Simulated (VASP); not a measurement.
Input of a VASP 6.6.1 run:

File INCAR:

```
SYSTEM = TiB2
PREC = Accurate ; ENCUT = 600
EDIFF = 1E-6 ; ISMEAR = -1
SIGMA = 0.05 ; LREAL = .False.
LASPH = .True. ; NELM = 100
ALGO = Normal ; ISIF = 3
LWAVE = .False. ; LCHARG = .False.
GGA = PS ; IBRION = 2
NSW = 60 ; EDIFFG = -0.01
PSTRESS = 20.0
```

File KPOINTS:

```
Automatic mesh
0
Gamma
  10 10 8
  0 0 0
```

The input POSCAR:

```
TiB2
1.0
    3.0292000000      0.0000000000      0.0000000000
   -1.5146000000      2.6233641531      0.0000000000
    0.0000000000      0.0000000000      3.2284000000
Ti B
1 2
Direct
    0.0000000000      0.0000000000      0.0000000000
    0.6666666667      0.3333333333      0.5000000000
    0.3333333333      0.6666666667      0.5000000000
```

Potentials or basis: VASP PAW PBE potentials, release 64 (Ti_sv, B).

Command:

```bash
$ cat potpaw_PBE.64/Ti_sv/POTCAR potpaw_PBE.64/B/POTCAR > POTCAR
$ mpirun -np 1 vasp_std > vasp.out
```

**Question.** What does it give for the relaxed volume?

**Answer.** 8.32 Å³/atom.

**Question.** Predict the space group after relaxing (to 0.1 Å).

**Answer.** P6/mmm (No. 191).

**Question.** Estimate the band gap on the k mesh.

**Answer.** Zero (bands 9 and 10 overlap by 0.72 eV).

Step by step:
```
step  energy change (eV)  largest force (eV/Å)  pressure (GPa)  volume (Å³)
   1              0.0000                0.0000           -4.73        25.66
   2              0.0150                0.0000            9.40        24.34
   3             -0.0066                0.0000            2.18        24.97
   4             -0.0074                0.0000            1.99        24.97
```

Caveat: the cell is relaxed towards a set pressure, so the run minimises the enthalpy, not the energy; the PAW data sets were made with another functional, which shifts forces and pressure a little.
